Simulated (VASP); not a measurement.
# AlSn (P-6m2) in VASP: notebook

The runs below take AlSn through relaxation of cell and atoms, single point, with revPBE+D4, BLYP+D3(BJ), LDA.

All numbers are computed with VASP 6.6.1; they aren't measurements. Logs are shortened: lines on timing, memory, paths and dates and some standing lists are left out, and cuts for length are marked.

### 1 The cell of the first run

The structure is hexagonal, space group P-6m2 (No. 187). The conventional cell has a = 4.198 Å, b = 4.198 Å, c = 3.307 Å, α = 90.00°, β = 90.00°, γ = 120.00°. Sn (site symmetry -6m2) has 6 Al at 2.93 Å and 2 Sn at 3.31 Å within 3.9 Å. Within 3.9 Å of Al (site symmetry -6m2) lie 6 Sn at 2.93 Å and 2 Al at 3.31 Å.

### 2 Relaxation of cell and atoms, revPBE+D4

File INCAR:

```
SYSTEM = AlSn
PREC = Accurate
ENCUT = 600
EDIFF = 1E-7
ISMEAR = -1
SIGMA = 0.05
LREAL = .False.
LASPH = .True.
NELM = 80
ALGO = Normal
ISIF = 3
LWAVE = .False.
LCHARG = .False.
GGA = RE
IVDW = 13
IBRION = 2
NSW = 60
EDIFFG = -0.01
```

File KPOINTS:

```
regular mesh
0
Gamma
  7 7 8
  0 0 0
```

File POSCAR:

```
AlSn
1.0
    4.1981056157      0.0000000000      0.0000000000
   -2.0990528078      3.6356661109      0.0000000000
    0.0000000000      0.0000000000      3.3068470000
Sn Al
1 1
Direct
    0.3333333333      0.6666666667      0.5000000000
    0.0000000000      0.0000000000      0.0000000000
```

Potentials or basis: VASP PAW PBE potentials, release 64 (Sn_d, Al).

Started as:

```sh
cat potpaw_PBE.64/Sn_d/POTCAR potpaw_PBE.64/Al/POTCAR > POTCAR
mpirun -np 1 vasp_std > vasp.out
```

OUTCAR:

```text
SYSTEM = AlSn
   PREC = Accurate
   ENCUT = 600
   EDIFF = 1E-7
   ISMEAR = -1
   LREAL = .False.
   LASPH = .True.
   NELM = 80
   ISIF = 3
   GGA = RE
   IVDW = 13
   IBRION = 2
   NSW = 60
   EDIFFG = -0.01

 ion  position               nearest neighbor table
   1  0.333  0.667  0.500-   2 2.93   2 2.93   2 2.93   2 2.93   2 2.93   2 2.93
   2  0.000  0.000  0.000-   1 2.93   1 2.93   1 2.93   1 2.93   1 2.93   1 2.93

  LATTYP: Found a hexagonal cell.
 ALAT       =     4.1981056157
 C/A-ratio  =     0.7876998110

  Lattice vectors:

 A1 = (   4.1981056157,   0.0000000000,   0.0000000000)
 A2 = (  -2.0990528078,   3.6356661109,   0.0000000000)
 A3 = (   0.0000000000,   0.0000000000,   3.3068470000)

Analysis of symmetry for initial positions (statically):
=====================================================================
 Subroutine PRICEL returns:
 Original cell was already a primitive cell.

 Routine SETGRP: Setting up the symmetry group for a
 hexagonal supercell.

 Subroutine GETGRP returns: Found 12 space group operations
 (whereof 12 operations were pure point group operations)
 out of a pool of 24 trial point group operations.

The static configuration has the point symmetry D_3h.

Analysis of symmetry for dynamics (positions and initial velocities):
=====================================================================
 Subroutine PRICEL returns:
 Original cell was already a primitive cell.

 Routine SETGRP: Setting up the symmetry group for a
 hexagonal supercell.

 Subroutine GETGRP returns: Found 12 space group operations
 (whereof 12 operations were pure point group operations)
 out of a pool of 24 trial point group operations.

The dynamic configuration has the point symmetry D_3h.

 Subroutine INISYM returns: Found 12 space group operations
 (whereof 12 operations are pure point group operations),
 and found     1 'primitive' translations

----------------------------------------------------------------------------------------

                                     Primitive cell

  volume of cell :      50.4721

  direct lattice vectors                    reciprocal lattice vectors
     4.198105616  0.000000000  0.000000000     0.238202678  0.137526380  0.000000000
    -2.099052808  3.635666111  0.000000000     0.000000000  0.275052760  0.000000000
     0.000000000  0.000000000  3.306847000     0.000000000  0.000000000  0.302402863

  length of vectors
     4.198105616  4.198105616  3.306847000     0.275052760  0.275052760  0.302402863

  position of ions in fractional coordinates (direct lattice)
     0.333333333  0.666666667  0.500000000
     0.000000000  0.000000000  0.000000000

  ion indices of the primitive-cell ions
   primitive index   ion index
                 1           1
                 2           2

----------------------------------------------------------------------------------------

 KPOINTS: regular mesh

Automatic generation of k-mesh.
 Grid dimensions read from file:
 generate k-points for:    7    7    8

 Generating k-lattice:

  Cartesian coordinates                     Fractional coordinates (reciprocal lattice)
     0.034028954  0.019646626  0.000000000     0.142857143  0.000000000  0.000000000
     0.000000000  0.039293251  0.000000000     0.000000000  0.142857143  0.000000000
     0.000000000  0.000000000  0.037800358     0.000000000  0.000000000  0.125000000

  Length of vectors
     0.039293251  0.039293251  0.037800358

  Shift w.r.t. Gamma in fractional coordinates (k-lattice)
     0.000000000  0.000000000  0.000000000

 Subroutine IBZKPT returns following result:
 ===========================================

 Found     40 irreducible k-points:

 Following reciprocal coordinates:
            Coordinates               Weight
  0.000000  0.000000  0.000000      1.000000
  0.142857  0.000000  0.000000      6.000000
  0.285714  0.000000  0.000000      6.000000
  0.428571  0.000000  0.000000      6.000000
  0.142857  0.142857  0.000000      6.000000
  0.285714  0.142857  0.000000     12.000000
[... 16 lines left out ...]
  0.428571  0.142857  0.250000     12.000000
  0.285714  0.285714  0.250000     12.000000
 [... further k-points ...]
   k-points           NKPTS =     40   k-points in BZ     NKDIM =     40   number of bands    NBANDS=     12
   number of dos      NEDOS =    301   number of ions     NIONS =      2
   total plane-waves  NPLWV =  36288
   dimension x,y,z NGX =    36 NGY =   36 NGZ =   28
   dimension x,y,z NGXF=    72 NGYF=   72 NGZF=   56
   ions per type =               1   1
   NGX,Y,Z   is equivalent  to a cutoff of  14.26, 14.26, 14.08 a.u.
   NGXF,Y,Z  is equivalent  to a cutoff of  28.51, 28.51, 28.15 a.u.
 SYSTEM =  AlSn
   PREC   = accura    normal or accurate (medium, high low for compatibility)
   ISTART =      0    job   : 0-new  1-cont  2-samecut
   ICHARG =      2    charge: 1-file 2-atom 10-const
   ISPIN  =      1    spin polarized calculation?
   LNONCOLLINEAR =      F non collinear calculations
   LSORBIT =      F    spin-orbit coupling
   LASPH  =      T    aspherical Exc in radial PAW
   ENCUT  =  600.0 eV  44.10 Ry    6.64 a.u.   8.38  8.38  6.60*2*pi/ulx,y,z
   NELM   =     80;   NELMIN=  2; NELMDL= -5     # of ELM steps
   EDIFF  = 0.1E-06   stopping-criterion for ELM
   LREAL  =      F    real-space projection
   EDIFFG = -.1E-01   stopping-criterion for IOM
   NSW    =     60    number of steps for IOM
   IBRION =      2    ionic relax: 0-MD 1-quasi-New 2-CG
   NFREE  =      1    steps in history (QN), initial steepest desc. (CG)
   ISIF   =      3    stress and relaxation
   ISYM   =      2    0-nonsym 1-usesym 2-fastsym
   POTIM  = 0.5000    time-step for ionic-motion
   TEBEG  =    0.0;   TEEND  =   0.0 temperature during run
   PSTRESS=    0.0 pullay stress
   NELECT =      17.0000    total number of electrons
   NUPDOWN=      -1.0000    fix difference up-down
   EMIN   =  10.00;   EMAX   =-10.00  energy-range for DOS
   EFERMI =   0.00;   METHOD = LEGACY
   ISMEAR =    -1;   SIGMA  =   0.05  broadening in eV -4-tet -1-fermi 0-gaus
   EFERMI_NEDOS =   21; number of points for ismear=-14 and -15
   IALGO  =     38    algorithm
   IMIX   =      4    mixing-type and parameters
     AMIX     =   0.40;   BMIX     =  1.00
     AMIX_MAG =   1.60;   BMIX_MAG =  1.00
  volume/ion in A,a.u.               =      25.24       170.30
  Fermi-wavevector in a.u.,A,eV,Ry     =   1.139044  2.152482 17.652500  1.297422
  Thomas-Fermi vector in A             =   2.275748
   LORBIT       =      0    0 simple, 1 ext, 2 COOP (PROOUT), +10 PAW based schemes
   GGA     = RE    functional components
   LHFCALC =     F    Hartree Fock is set to
   AEXX    =    0.0000 exact exchange contribution
   IVDW    =    13    specifies the selected vdW correction
   LEPSILON=     F    determine dielectric tensor
   LRPA    =     F    only Hartree local field effects (RPA)
 conjugate gradient relaxation of ions
 non-spin polarized calculation
  energy-cutoff  :      600.00
  volume of cell :       50.47
 maximum number of plane-waves:      1730
 NGX is ok and might be reduce to    36
   NGX = 17   NGY = 17   NGZ = 13

--------------------------------------- Ionic step        1  -------------------------------------------

 number of electron      17.0000000 magnetization

 Free energy of the ion-electron system (eV)
  ---------------------------------------------------
  ext. energy  EPLUGINS =         0.00000000
  ---------------------------------------------------
  free energy    TOTEN  =        -6.69939267 eV

  energy without entropy =       -6.69516879  energy(sigma->0) =       -6.69728073

------------------------ aborting loop because EDIFF is reached ----------------------------------------

  DFT-D4 for vdW energy calculation

  Edisp (eV):   -1.02667

  FORCE on cell =-STRESS in cart. coord.  units (eV):
  Direction    XX          YY          ZZ          XY          YZ          ZX
  --------------------------------------------------------------------------------------
  -------------------------------------------------------------------------------------
  Total      -0.75887    -0.75887    -0.57956    -0.00000     0.00000    -0.00000
  in kB     -24.08951   -24.08951   -18.39753    -0.00000     0.00000    -0.00000
  external pressure =      -22.19 kB  Pullay stress =        0.00 kB
[... 141 lines left out ...]
  energy  without entropy=       -7.7389506171  energy(sigma->0) =       -7.74094454

--------------------------------------- Ionic step        5  -------------------------------------------

 number of electron      16.9999998 magnetization

 Free energy of the ion-electron system (eV)
  ---------------------------------------------------
  ext. energy  EPLUGINS =         0.00000000
  ---------------------------------------------------
  free energy    TOTEN  =        -6.66716070 eV

  energy without entropy =       -6.66332158  energy(sigma->0) =       -6.66524114

 E-fermi :   6.9900     XC(G=0):  -9.7006

 val. band max:        6.8625088237   @ k =   0.2857   0.2857   0.2500
 cond. band min:       7.0588373616   @ k =   0.0000   0.0000   0.1250
 fundamental gap:      0.1963285379
 Fermi energy:         6.9900021158

 k-point     1 :       0.0000    0.0000    0.0000
  band No.  band energies     occupation
      1     -14.4510      2.00000
      2     -14.3395      2.00000
      3     -14.3395      2.00000
      4     -14.3176      2.00000
      5     -14.3176      2.00000
      6      -3.7515      2.00000
      7       6.8237      1.93062
      8       6.8237      1.93062
      9       8.1200      0.00000
     10       9.4762      0.00000
     11      10.1931      0.00000
     12      10.1931      0.00000
[... 331 lines left out ...]
 k-point    24 :       0.2857    0.2857    0.2500
  band No.  band energies     occupation
      1     -14.3630      2.00000
      2     -14.3591      2.00000
      3     -14.3442      2.00000
      4     -14.3287      2.00000
      5     -14.3181      2.00000
      6      -0.6579      2.00000
      7       1.6000      2.00000
      8       3.9844      2.00000
      9       6.8625      1.85513
     10       8.5426      0.00000
     11      11.0648      0.00000
     12      12.8610      0.00000

 [... further k-points ...]

------------------------ aborting loop because EDIFF is reached ----------------------------------------

  DFT-D4 for vdW energy calculation

  Edisp (eV):   -1.07582

  FORCE on cell =-STRESS in cart. coord.  units (eV):
  Direction    XX          YY          ZZ          XY          YZ          ZX
  --------------------------------------------------------------------------------------
  -------------------------------------------------------------------------------------
  Total       0.00005     0.00005    -0.00395     0.00000    -0.00000     0.00000
  in kB       0.00161     0.00161    -0.13123     0.00000    -0.00000     0.00000
  external pressure =       -0.04 kB  Pullay stress =        0.00 kB
[... 17 lines left out ...]
  FREE ENERGIE OF THE ION-ELECTRON SYSTEM (eV)
  ---------------------------------------------------
  free  energy   TOTEN  =        -7.7429790849 eV

  energy  without entropy=       -7.7391399721  energy(sigma->0) =       -7.74105953

 reached required accuracy - stopping structural energy minimisation
```

It took 38 s on 1 thread of Intel Xeon 6975P-C (Granite Rapids), shared host; peak memory 0.21 GiB.

What came out:

```yaml
Free_energy: -7.7430 eV
Relaxed_volume: 24.12 Å³/atom
Relaxed_cell: a = 4.118 Å, b = 4.118 Å, c = 3.284 Å, α = 90.00°, β = 90.00°, γ = 120.00°
Space_group_after_relaxing_to_0.05_Å: P-6m2 (No. 187)
Energy_gained_by_relaxing: 8.5 meV/atom
Ionic_steps: 5
Pressure_after_relaxing: 0.0 GPa
Dispersion_energy_per_atom: -0.538 eV
```

Step by step:
```
step  energy change (eV)  largest force (eV/Å)  pressure (GPa)  volume (Å³)
   1              0.0000                0.0000           -2.22        50.47
   2             -0.0158                0.0000            0.42        47.96
   3             -0.0162                0.0000            0.06        48.27
   4             -0.0169                0.0000            0.02        48.24
   5             -0.0169                0.0000            0.00        48.23
```

Final structure:
```xyz
2
Lattice="4.1183 0.0000 0.0000 -2.0592 3.5666 0.0000 0.0000 0.0000 3.2839" Properties=species:S:1:pos:R:3 pbc="T T T"
Sn    0.0000    2.3777    1.6419
Al    0.0000    0.0000    0.0000
```

Caveat: the PAW data sets were made with another functional, which shifts forces and pressure a little; spin-orbit coupling is left out, which moves the levels of the heavy elements; pairwise dispersion overbinds metals, which lowers pressure and volume.

### 3 Relaxation of cell and atoms, BLYP+D3(BJ)

File INCAR:

```
PREC     = Accurate       # precision mode
ENCUT    = 600            # plane-wave cutoff, eV
EDIFF    = 1E-7           # SCF threshold, eV
ISMEAR   = -1             # smearing method
SIGMA    = 0.05           # smearing width, eV
LREAL    = F              # projectors in reciprocal space
LASPH    = T              # aspherical terms in the spheres
NELM     = 100            # most SCF steps
ALGO     = Normal         # electronic algorithm
ISIF     = 3              # what is computed and relaxed
LWAVE    = F              # write WAVECAR
LCHARG   = F              # write CHGCAR
GGA      = B5             # functional
ALDAX    = 1.0          
AGGAX    = 1.0          
AGGAC    = 1.0          
ALDAC    = 0.0          
IVDW     = 12             # dispersion correction
VDW_S6   = 1.0          
VDW_S8   = 2.6996       
VDW_A1   = 0.4298       
VDW_A2   = 4.2359       
IBRION   = 2              # ionic algorithm
NSW      = 60             # ionic steps
EDIFFG   = -0.01          # ionic threshold
```

File KPOINTS:

```
regular mesh
0
Gamma
  7 7 8
```

POSCAR is that of step 2.

Potentials or basis: VASP PAW PBE potentials, release 64 (Sn_d, Al).

Started as:

```sh
cat potpaw_PBE.64/Sn_d/POTCAR potpaw_PBE.64/Al/POTCAR > POTCAR
mpirun -np 1 vasp_std > vasp.out
```

Wall time 58 s (1 thread of Intel Xeon 6975P-C (Granite Rapids), shared host); peak memory 0.21 GiB.

Results (log left out):

- Free energy: -7.0155 eV
- Relaxed volume: 24.59 Å³/atom
- Relaxed cell: a = 4.145 Å, b = 4.145 Å, c = 3.304 Å, α = 90.00°, β = 90.00°, γ = 120.00°
- Space group after relaxing (to 0.05 Å): P-6m2 (No. 187)
- Energy gained by relaxing: 3.1 meV/atom
- Ionic steps: 5
- Pressure after relaxing: 0.0 GPa
- Dispersion energy per atom: -0.744 eV

Step by step:
```tsv
step	energy change (eV)	largest force (eV/Å)	pressure (GPa)	volume (Å³)
1	0.0000	0.0000	-1.14	50.47
2	-0.0059	0.0000	0.02	49.17
3	-0.0059	0.0000	0.13	49.09
4	-0.0059	0.0000	0.07	49.12
5	-0.0061	0.0000	-0.02	49.17
```

Final structure:
```
CELL_PARAMETERS angstrom
4.14546 0.00000 0.00000
-2.07273 3.59008 0.00000
0.00000 0.00000 3.30409
ATOMIC_POSITIONS crystal
Sn 0.33333 0.66667 0.50000
Al 0.00000 0.00000 0.00000
```

Levels at points of the mesh, in eV from the Fermi level:
| k point | band 4 | band 5 | band 6 | band 7 | band 8 | band 9 | band 10 | band 11 | band 12 |
| --- | --- | --- | --- | --- | --- | --- | --- | --- | --- |
| (0.00, 0.00, 0.00) | -21.20 | -21.20 | -10.59 | -0.17 | -0.17 | 0.87 | 2.41 | 3.33 | 3.33 |
| (0.00, 0.00, 0.50) | -21.20 | -21.14 | -7.59 | -6.31 | 2.73 | 2.73 | 3.64 | 3.64 | 4.04 |

Caveat: the PAW data sets were made with another functional, which shifts forces and pressure a little; spin-orbit coupling is left out, which moves the levels of the heavy elements; pairwise dispersion overbinds metals, which lowers pressure and volume.

### 4 Single point, LDA

This run uses another cell than the first one, of 23.76 Å³/atom, 0.942 times its volume.

File INCAR:

```
SYSTEM = AlSn
ALGO = Normal
EDIFF = 1E-6
ENCUT = 520
GGA = CA
ISIF = 2
ISMEAR = -1
LASPH = .True.
LCHARG = .True.
LELF = .True.
LREAL = .False.
LVHAR = .True.
LWAVE = .False.
NBANDS = 16
NELM = 100
PREC = Accurate
SIGMA = 0.05
```

File KPOINTS:

```
k-points
0
Gamma
  7 7 8
  0 0 0
```

File POSCAR:

```
AlSn
1.0
    4.1035902396      0.0000000000      0.0000000000
   -2.0517951198      3.5538133942      0.0000000000
    0.0000000000      0.0000000000      3.2585526975
Sn Al
1 1
Direct
    0.3333333333      0.6666666667      0.5000000000
    0.0000000000      0.0000000000      0.0000000000
```

Potentials or basis: VASP PAW LDA potentials, release 64 (Sn_d, Al).

Started as:

```sh
cat potpaw_LDA.64/Sn_d/POTCAR potpaw_LDA.64/Al/POTCAR > POTCAR
mpirun -np 1 vasp_std > vasp.out
```

Wall time 12 s (1 thread of Intel Xeon 6975P-C, shared host); peak memory 0.16 GiB.

It converged, with:

```
Free energy : -8.3297 eV
Pressure    : 0.0 GPa
```

Levels at points of the mesh, in eV from the Fermi level:
```tsv
k point	band 5	band 6	band 7	band 8	band 9	band 10	band 11	band 12
(0.00, 0.00, 0.00)	-21.17	-10.85	-0.19	-0.19	1.05	2.54	3.24	3.24
(0.00, 0.00, 0.50)	-21.11	-7.72	-6.50	2.84	2.84	3.75	3.75	4.14
```

Caveat: spin-orbit coupling is left out, which moves the levels of the heavy elements.

### 5 The runs side by side

| task | level | potentials or basis | cell | cutoff (eV) | gap on the mesh (eV) | pressure (GPa) | relaxed volume (Å³/atom) |
| --- | --- | --- | --- | --- | --- | --- | --- |
| relaxation of cell and atoms | revPBE+D4 | VASP PAW PBE potentials, release 64 (Sn_d, Al) | relaxed from a = 4.198, b = 4.198, c = 3.307 Å, angles 90.0, 90.0, 120.0°, 2 atoms | 600 | none | 0.0 | 24.12 |
| relaxation of cell and atoms | BLYP+D3(BJ) | VASP PAW PBE potentials, release 64 (Sn_d, Al) | relaxed from a = 4.198, b = 4.198, c = 3.307 Å, angles 90.0, 90.0, 120.0°, 2 atoms | 600 | none | 0.0 | 24.59 |
| single point | LDA | VASP PAW LDA potentials, release 64 (Sn_d, Al) | a = 4.104, b = 4.104, c = 3.259 Å, angles 90.0, 90.0, 120.0°, 2 atoms | 520 | none | 0.0 | - |

Alike in all rows: no spin polarisation; k mesh 7 × 7 × 8; smearing fermi-dirac 0.05 eV.

Caveats: spin-orbit coupling is left out, which moves the levels of the heavy elements; the PAW data sets were made with another functional, which shifts forces and pressure a little (some runs); pairwise dispersion overbinds metals, which lowers pressure and volume (some runs).

Absolute energies hang on the potentials; compare differences alone.
